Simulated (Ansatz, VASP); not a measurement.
## One calculation of Cd, two programs

```
Cd
1.0
     2.88951    0.00000    0.00000
    -1.44475    2.50239    0.00000
     0.00000    0.00000    5.61765
Cd
2
Direct
  0.33333 0.66667 0.25000
  0.66667 0.33333 0.75000
```

Change from the starting cell: equal xx and yy strain of -3 %.

Alike in both runs: task single point; functional PBE; k mesh 14 × 14 × 7; occupations fermi-dirac, width 0.05 eV; no spin polarisation.

|  | VASP | Ansatz |
| --- | --- | --- |
| version | VASP 6.6.1 | Ansatz 0.2.0 |
| potentials or method | VASP PAW PBE potentials, release 64 (Cd), cutoff 520 eV | all-electron LAPW, scalar-relativistic |

|  | VASP | Ansatz | Ansatz less VASP |
| --- | --- | --- | --- |
| pressure (GPa) | 8.7 | 8.2 | -0.49 |
| traceless stress, the component that is largest in VASP (GPa) | -3.48 | -3.25 | +0.234 |

Ansatz ran all-electron here, and VASP with PAW potentials.
